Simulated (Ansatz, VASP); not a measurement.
# Two plane-wave programs on Ir

```
Ir
1.0
     0.00000    1.84291    2.07328
     1.84291    0.00000    2.07328
     1.84291    1.84291    0.00000
Ir
1
Direct
  0.00000 0.00000 0.00000
```

Change from the starting cell: strain -0.040 along x and y, +0.080 along z, atoms carried along.

Alike in both runs: task single point; functional PBEsol; k mesh 22 × 22 × 22; occupations gaussian, width 0.15 eV; no spin polarisation.

```csv
,VASP,Ansatz
version,VASP 6.6.1,Ansatz 0.2.0
potentials or method,"VASP PAW PBE potentials, release 64 (Ir_sv_GW), cutoff 560 eV","scalar-relativistic, plane waves, PAW"
valence electrons in the cell,17,17
```

Ansatz gave:

| Property | Result |
| --- | --- |
| gap on the k mesh at the Fermi level (eV) | none |
| pressure (GPa) | 2.8 |
| traceless stress, the component that is largest in VASP (GPa) | -30.03 |

Which values does VASP return?

gap on the k mesh at the Fermi level (eV): none; pressure (GPa): 0.9; traceless stress, the component that is largest in VASP (GPa): -29.94.

VASP's potentials were made for PBE, not for PBEsol. A gap of «none» marks a metal or a gap that the smearing closes.

Spin-orbit coupling is off throughout.
